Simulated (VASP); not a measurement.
# HfN (Fm-3m) in VASP: notebook

HfN is run at these levels: LDA; tasks: vibrations by perturbation theory.

Everything below comes from runs of VASP 6.6.1. Logs are shortened: lines on timing, memory, paths and dates and some standing lists are left out, and cuts for length are marked.

## 1. The cell of the first run

Symmetry: Fm-3m, No. 225, cubic system. Conventional cell: a = 4.284 Å, b = 4.284 Å, c = 4.284 Å, α = 90.00°, β = 90.00°, γ = 90.00°. Within 2.8 Å of Hf (site symmetry m-3m) lie 6 N at 2.14 Å. N (site symmetry m-3m) has 6 Hf at 2.14 Å within 2.8 Å.

## 2. Vibrations by perturbation theory, LDA

INCAR reads:

```
ALGO     = Normal         # electronic algorithm
EDIFF    = 1E-8           # SCF threshold, eV
ENCUT    = 520            # plane-wave cutoff, eV
GGA      = CA             # functional
IBRION   = 8              # ionic algorithm
ISIF     = 2              # what is computed and relaxed
ISMEAR   = -1             # smearing method
LASPH    = T              # aspherical terms in the spheres
LCHARG   = F              # write CHGCAR
LREAL    = F              # projectors in reciprocal space
LWAVE    = F              # write WAVECAR
NBANDS   = 14             # bands
NELM     = 60             # most SCF steps
NSW      = 1              # ionic steps
PREC     = Accurate       # precision mode
SIGMA    = 0.15           # smearing width, eV
```

KPOINTS reads:

```
k-points
0
Gamma
  16 16 16
```

POSCAR reads:

```
HfN
1.0
    0.0000000000      2.1417648019      2.1417648019
    2.1417648019      0.0000000000      2.1417648019
    2.1417648019      2.1417648019      0.0000000000
Hf N
1 1
Direct
    0.0000000000      0.0000000000      0.0000000000
    0.5000000000      0.5000000000      0.5000000000
```

Potentials or basis: VASP PAW LDA potentials, release 64 (Hf_pv, N).

Run with:

```console
$ cat potpaw_LDA.64/Hf_pv/POTCAR potpaw_LDA.64/N/POTCAR > POTCAR
$ mpirun -np 1 vasp_std > vasp.out
```

OUTCAR:

```text
EDIFF = 1E-8
   ENCUT = 520
   GGA = CA
   IBRION = 8
   ISIF = 2
   ISMEAR = -1
   LASPH = T
   LREAL = F
   NELM = 60
   NSW = 1
   PREC = Accurate

 ion  position               nearest neighbor table
   1  0.000  0.000  0.000-   2 2.14   2 2.14   2 2.14   2 2.14   2 2.14   2 2.14
   2  0.500  0.500  0.500-   1 2.14   1 2.14   1 2.14   1 2.14   1 2.14   1 2.14

  LATTYP: Found a face centered cubic cell.
 ALAT       =     4.2835296038

  Lattice vectors:

 A1 = (   0.0000000000,   2.1417648019,   2.1417648019)
 A2 = (   2.1417648019,   0.0000000000,   2.1417648019)
 A3 = (   2.1417648019,   2.1417648019,   0.0000000000)

Analysis of symmetry for initial positions (statically):
=====================================================================
 Subroutine PRICEL returns:
 Original cell was already a primitive cell.

 Routine SETGRP: Setting up the symmetry group for a
 face centered cubic supercell.

 Subroutine GETGRP returns: Found 48 space group operations
 (whereof 48 operations were pure point group operations)
 out of a pool of 48 trial point group operations.

The static configuration has the point symmetry O_h .

Analysis of symmetry for dynamics (positions and initial velocities):
=====================================================================
 Subroutine PRICEL returns:
 Original cell was already a primitive cell.

 Routine SETGRP: Setting up the symmetry group for a
 face centered cubic supercell.

 Subroutine GETGRP returns: Found 48 space group operations
 (whereof 48 operations were pure point group operations)
 out of a pool of 48 trial point group operations.

The dynamic configuration has the point symmetry O_h .

 Subroutine INISYM returns: Found 48 space group operations
 (whereof 48 operations are pure point group operations),
 and found     1 'primitive' translations

----------------------------------------------------------------------------------------

                                     Primitive cell

  volume of cell :      19.6492

  direct lattice vectors                    reciprocal lattice vectors
     0.000000000  2.141764802  2.141764802    -0.233452338  0.233452338  0.233452338
     2.141764802  0.000000000  2.141764802     0.233452338 -0.233452338  0.233452338
     2.141764802  2.141764802  0.000000000     0.233452338  0.233452338 -0.233452338

  length of vectors
     3.028912830  3.028912830  3.028912830     0.404351310  0.404351310  0.404351310

  position of ions in fractional coordinates (direct lattice)
     0.000000000  0.000000000  0.000000000
     0.500000000  0.500000000  0.500000000

  ion indices of the primitive-cell ions
   primitive index   ion index
                 1           1
                 2           2

----------------------------------------------------------------------------------------

 KPOINTS: k-points

Automatic generation of k-mesh.
 Grid dimensions read from file:
 generate k-points for:   16   16   16

 Generating k-lattice:

  Cartesian coordinates                     Fractional coordinates (reciprocal lattice)
    -0.014590771  0.014590771  0.014590771     0.062500000  0.000000000  0.000000000
     0.014590771 -0.014590771  0.014590771     0.000000000  0.062500000  0.000000000
     0.014590771  0.014590771 -0.014590771     0.000000000  0.000000000  0.062500000

  Length of vectors
     0.025271957  0.025271957  0.025271957

  Shift w.r.t. Gamma in fractional coordinates (k-lattice)
     0.000000000  0.000000000  0.000000000

 Subroutine IBZKPT returns following result:
 ===========================================
[... 77 lines left out ...]
   LEPSILON=     F    determine dielectric tensor
   LRPA    =     F    only Hartree local field effects (RPA)
 non-spin polarized calculation
  energy-cutoff  :      520.00
  volume of cell :       19.65
 maximum number of plane-waves:       544
   NGX = 11   NGY = 11   NGZ = 11

--------------------------------------- Ionic step        1  -------------------------------------------

 number of electron      14.9999998 magnetization

 Free energy of the ion-electron system (eV)
  ---------------------------------------------------
  ext. energy  EPLUGINS =         0.00000000
  ---------------------------------------------------
  free energy    TOTEN  =       -23.53466956 eV

  energy without entropy =      -23.49842430  energy(sigma->0) =      -23.51654693

 E-fermi :   9.7124     XC(G=0): -13.8224

 val. band max:        9.7044221310   @ k =  -0.4375   0.3125   0.1250
 cond. band min:       9.7197849679   @ k =   0.3750   0.1250   0.0000
 fundamental gap:      0.0153628369
 Fermi energy:         9.7124379780

 k-point     1 :       0.0000    0.0000    0.0000
  band No.  band energies     occupation
      1     -20.5827      2.00000
      2     -20.5827      2.00000
      3     -20.5827      2.00000
      4      -8.4423      2.00000
      5       6.6054      2.00000
      6       6.6054      2.00000
      7       6.6054      2.00000
      8       9.2070      1.93348
      9       9.2070      1.93348
     10       9.2070      1.93348
     11      12.0289      0.00000
     12      12.0289      0.00000
     13      13.4085      0.00000
     14      19.7435      0.00000
[... 377 lines left out ...]
      1     -20.7685      2.00000
      2     -20.6261      2.00000
      3     -20.5839      2.00000
      4      -8.0962      2.00000
      5       5.4742      2.00000
      6       5.7437      2.00000
      7       6.1638      2.00000
      8       9.4140      1.75937
      9       9.4407      1.71903
     10       9.9865      0.27711
     11      12.4757      0.00000
     12      13.3462      0.00000
     13      14.1719      0.00000
     14      20.7070      0.00000

 [... further k-points ...]
[... 5 lines left out ...]
  --------------------------------------------------------------------------------------
  -------------------------------------------------------------------------------------
  Total        6.0514794      6.0514794      6.0514794      0.0000000      0.0000000      0.0000000
  in kB      493.4314390    493.4314390    493.4314390      0.0000000      0.0000000      0.0000000
  external PRESSURE =     493.4314390 kB  Pullay stress =       0.0000000 kB

 VOLUME and BASIS-vectors are now :
 -----------------------------------------------------------------------------
  energy-cutoff  :      520.00
  volume of cell :       19.65
      direct lattice vectors                 reciprocal lattice vectors
     0.000000000  2.141764802  2.141764802    -0.233452338  0.233452338  0.233452338
     2.141764802  0.000000000  2.141764802     0.233452338 -0.233452338  0.233452338
     2.141764802  2.141764802  0.000000000     0.233452338  0.233452338 -0.233452338

 POSITION                                       TOTAL-FORCE (eV/Angst)
 -----------------------------------------------------------------------------------
      0.00000      0.00000      0.00000        -0.000000     -0.000000      0.000000
      2.14176      2.14176      2.14176         0.000000      0.000000      0.000000
 -----------------------------------------------------------------------------------
    total drift:                                0.000000     -0.000000     -0.000000

  FREE ENERGIE OF THE ION-ELECTRON SYSTEM (eV)
  ---------------------------------------------------
  free  energy   TOTEN  =       -23.5346695609 eV

  energy  without entropy=      -23.4984242990  energy(sigma->0) =      -23.51654693

[... ionic steps 2 to 3 ...]

--------------------------------------- Ionic step        4  -------------------------------------------

------------------------ aborting loop because EDIFF is reached ----------------------------------------

[... ionic steps 5 to 6 ...]

--------------------------------------- Ionic step        7  -------------------------------------------

 Free energy of the ion-electron system (eV)
  ---------------------------------------------------
  ---------------------------------------------------
  free energy    TOTEN  =        -0.23240875 eV

  energy without entropy =       -0.23240875

------------------------ aborting loop because EDIFF is reached ----------------------------------------

 INTERNAL STRAIN TENSOR  FOR ION    2  DIRECTION 1   (eV/Angst):
 -----------------------------------------------------------------------------
     0.00610  0.00000 -0.00000
    -0.00000 -0.00698  0.00000
    -0.00000  0.00000 -0.00698

 INTERNAL STRAIN TENSOR FOR ION    2 for displacements in x,y,z  (eV/Angst):
          X           Y           Z          XY          YZ          ZX
  --------------------------------------------------------------------------------
  x     0.00000     0.00000     0.00000     0.00000     0.00000     0.00000
  y     0.00000     0.00000     0.00000     0.00000     0.00000     0.00000
  z     0.00000     0.00000     0.00000     0.00000     0.00000     0.00000

 SECOND DERIVATIVES (NOT SYMMETRIZED)
 ------------------------------------
               1X          1Y          1Z          2X          2Y          2Z
  1X   -20.134966    0.000000    0.000000   20.134966    0.000000    0.000000
  1Y     0.000000  -20.134966    0.000000    0.000000   20.134966    0.000000
  1Z     0.000000    0.000000  -20.134966    0.000000    0.000000   20.134966
  2X    20.130360    0.000000    0.000000  -20.130360    0.000000    0.000000
  2Y     0.000000   20.130360    0.000000    0.000000  -20.130360    0.000000
  2Z     0.000000    0.000000   20.130360    0.000000    0.000000  -20.130360

 Eigenvectors and eigenvalues of the dynamical matrix
 ----------------------------------------------------

   1 f  =   19.466992 THz   122.314718 2PiTHz  649.348956 cm-1    80.508974 meV
             X         Y         Z           dx          dy          dz
      0.000000  0.000000  0.000000     0.000000    0.269724    0.000000
      2.141765  2.141765  2.141765     0.000000   -0.962938    0.000000
[... 21 lines left out ...]
   6 f/i=    0.000578 THz     0.003634 2PiTHz    0.019292 cm-1     0.002392 meV
             X         Y         Z           dx          dy          dz
      0.000000  0.000000  0.000000     0.000000    0.000000    0.962938
      2.141765  2.141765  2.141765     0.000000    0.000000    0.269724

--------------------------------------------------------------------------------------------------------

 ELASTIC MODULI CONTR FROM IONIC RELAXATION (kBar)
 Direction    XX          YY          ZZ          XY          YZ          ZX
 --------------------------------------------------------------------------------
 XX           0.0000      0.0000      0.0000      0.0000      0.0000      0.0000
 YY           0.0000      0.0000      0.0000      0.0000      0.0000      0.0000
 ZZ           0.0000      0.0000      0.0000      0.0000      0.0000      0.0000
 XY           0.0000      0.0000      0.0000      0.0000      0.0000      0.0000
 YZ           0.0000      0.0000      0.0000      0.0000      0.0000      0.0000
 ZX           0.0000      0.0000      0.0000      0.0000      0.0000      0.0000
 --------------------------------------------------------------------------------
```

Run time: 88 s. Hardware: 1 thread of Intel Xeon 6975P-C (Granite Rapids), shared host; peak memory 0.35 GiB.

Results:

- Highest phonon frequency at Γ, LO-TO splitting left out: 649 cm⁻¹

Phonon frequencies in cm⁻¹ (negative: imaginary):
```tsv
q point	frequencies
(0.000, 0.000, 0.000)	0 0 0 649 649 649
```

Caveat: the cell wasn't relaxed at this level first, which shifts response properties; spin-orbit coupling is left out, which moves the levels of the heavy elements.

## 3. Vibrations by perturbation theory, LDA

This run uses another cell than the first one, of 11.19 Å³/atom, 1.139 times its volume.

INCAR reads:

```
SYSTEM = HfN
  ALGO = Normal
  EDIFF = 1E-8
  ENCUT = 520
  IBRION = 8
  ISIF = 2
  ISMEAR = -1
  LASPH = .TRUE.
  LCHARG = .TRUE.
  LREAL = .FALSE.
  LWAVE = .FALSE.
  NBANDS = 14
  NELM = 60
  NSW = 1
  PREC = Accurate
  SIGMA = 0.15
```

KPOINTS reads:

```
k-points
0
G
  16 16 16
  0 0 0
```

POSCAR reads:

```
HfN
1.0
    0.0000000000      2.2368399509      2.2368399509
    2.2368399509      0.0000000000      2.2368399509
    2.2368399509      2.2368399509      0.0000000000
Hf N
1 1
Direct
    0.0000000000      0.0000000000      0.0000000000
    0.5000000000      0.5000000000      0.5000000000
```

Potentials or basis: VASP PAW LDA potentials, release 64 (Hf_pv, N).

Run with:

```console
$ cat potpaw_LDA.64/Hf_pv/POTCAR potpaw_LDA.64/N/POTCAR > POTCAR
$ mpirun -np 1 vasp_std > vasp.out
```

OUTCAR:

```text
SYSTEM = HfN
   EDIFF = 1E-8
   ENCUT = 520
   IBRION = 8
   ISIF = 2
   ISMEAR = -1
   LASPH = .TRUE.
   LREAL = .FALSE.
   NELM = 60
   NSW = 1
   PREC = Accurate

 ion  position               nearest neighbor table
   1  0.000  0.000  0.000-   2 2.24   2 2.24   2 2.24   2 2.24   2 2.24   2 2.24
   2  0.500  0.500  0.500-   1 2.24   1 2.24   1 2.24   1 2.24   1 2.24   1 2.24

  LATTYP: Found a face centered cubic cell.
 ALAT       =     4.4736799018

  Lattice vectors:

 A1 = (   0.0000000000,   2.2368399509,   2.2368399509)
 A2 = (   2.2368399509,   0.0000000000,   2.2368399509)
 A3 = (   2.2368399509,   2.2368399509,   0.0000000000)

Analysis of symmetry for initial positions (statically):
=====================================================================
 Subroutine PRICEL returns:
 Original cell was already a primitive cell.

 Routine SETGRP: Setting up the symmetry group for a
 face centered cubic supercell.
[... 635 lines left out ...]

 INTERNAL STRAIN TENSOR  FOR ION    2  DIRECTION 1   (eV/Angst):
 -----------------------------------------------------------------------------
     0.02588  0.00000 -0.00000
    -0.00000 -0.01535 -0.00000
     0.00000 -0.00000 -0.01535

 INTERNAL STRAIN TENSOR FOR ION    2 for displacements in x,y,z  (eV/Angst):
          X           Y           Z          XY          YZ          ZX
  --------------------------------------------------------------------------------
  x     0.00000     0.00000     0.00000     0.00000     0.00000     0.00000
  y     0.00000     0.00000     0.00000     0.00000     0.00000     0.00000
  z     0.00000     0.00000     0.00000     0.00000     0.00000     0.00000

 SECOND DERIVATIVES (NOT SYMMETRIZED)
 ------------------------------------
               1X          1Y          1Z          2X          2Y          2Z
  1X   -12.635737    0.000000    0.000000   12.635737    0.000000    0.000000
  1Y     0.000000  -12.635737    0.000000    0.000000   12.635737    0.000000
  1Z     0.000000    0.000000  -12.635737    0.000000    0.000000   12.635737
  2X    12.639450    0.000000    0.000000  -12.639450    0.000000    0.000000
  2Y     0.000000   12.639450    0.000000    0.000000  -12.639450    0.000000
  2Z     0.000000    0.000000   12.639450    0.000000    0.000000  -12.639450

 Eigenvectors and eigenvalues of the dynamical matrix
 ----------------------------------------------------

   1 f  =   15.425133 THz    96.918970 2PiTHz  514.527058 cm-1    63.793196 meV
             X         Y         Z           dx          dy          dz
      0.000000  0.000000  0.000000     0.000000   -0.269659   -0.000000
      2.236840  2.236840  2.236840     0.000000    0.962956   -0.000000
[... 21 lines left out ...]
   6 f/i=    0.000588 THz     0.003697 2PiTHz    0.019628 cm-1     0.002434 meV
             X         Y         Z           dx          dy          dz
      0.000000  0.000000  0.000000     0.282074   -0.842511   -0.371341
      2.236840  2.236840  2.236840     0.078990   -0.235931   -0.103988

--------------------------------------------------------------------------------------------------------

 ELASTIC MODULI CONTR FROM IONIC RELAXATION (kBar)
 Direction    XX          YY          ZZ          XY          YZ          ZX
 --------------------------------------------------------------------------------
 XX           0.0000      0.0000      0.0000      0.0000      0.0000      0.0000
 YY           0.0000      0.0000      0.0000      0.0000      0.0000      0.0000
 ZZ           0.0000      0.0000      0.0000      0.0000      0.0000      0.0000
 XY           0.0000      0.0000      0.0000      0.0000      0.0000      0.0000
 YZ           0.0000      0.0000      0.0000      0.0000      0.0000      0.0000
 ZX           0.0000      0.0000      0.0000      0.0000      0.0000      0.0000
 --------------------------------------------------------------------------------
```

OSZICAR:

```text
N       E                     dE             d eps       ncg     rms          rms(c)
DAV:   1     0.349141474772E+02    0.34914E+02   -0.78187E+03  4068   0.101E+03
DAV:   2    -0.250825631070E+02   -0.59997E+02   -0.56053E+02  5354   0.229E+02
[... 41 lines left out ...]
RMM:   6    -0.229919043474E+00    0.13369E-04   -0.35011E-07 16725   0.381E-03    0.607E-03
RMM:   7    -0.229904483162E+00    0.14560E-04   -0.54288E-08 15940   0.167E-03    0.296E-03
RMM:   8    -0.229911019170E+00   -0.65360E-05   -0.42192E-09 16657   0.553E-04    0.303E-04
RMM:   9    -0.229910402588E+00    0.61658E-06    0.65366E-09 17007   0.963E-05    0.116E-04
RMM:  10    -0.229910228864E+00    0.17372E-06    0.28451E-09 18304   0.264E-05    0.175E-05
RMM:  11    -0.229910237524E+00   -0.86602E-08   -0.54078E-10 17335   0.104E-05    0.197E-05
 Linear response finished
```

Wall time 3.2 min (1 thread of Intel Xeon Platinum 8259CL at 2.50GHz (Skylake/Cascade Lake), shared host); peak memory 0.38 GiB.

What came out:

```
Highest phonon frequency at Γ, LO-TO splitting left out : 515 cm⁻¹
```

Phonon frequencies in cm⁻¹ (negative: imaginary):
```csv
q point,frequencies
"(0.000, 0.000, 0.000)",0 0 0 515 515 515
```

Caveat: the cell wasn't relaxed at this level first, which shifts response properties; spin-orbit coupling is left out, which moves the levels of the heavy elements.

(Part 1 of 2 ends here.)
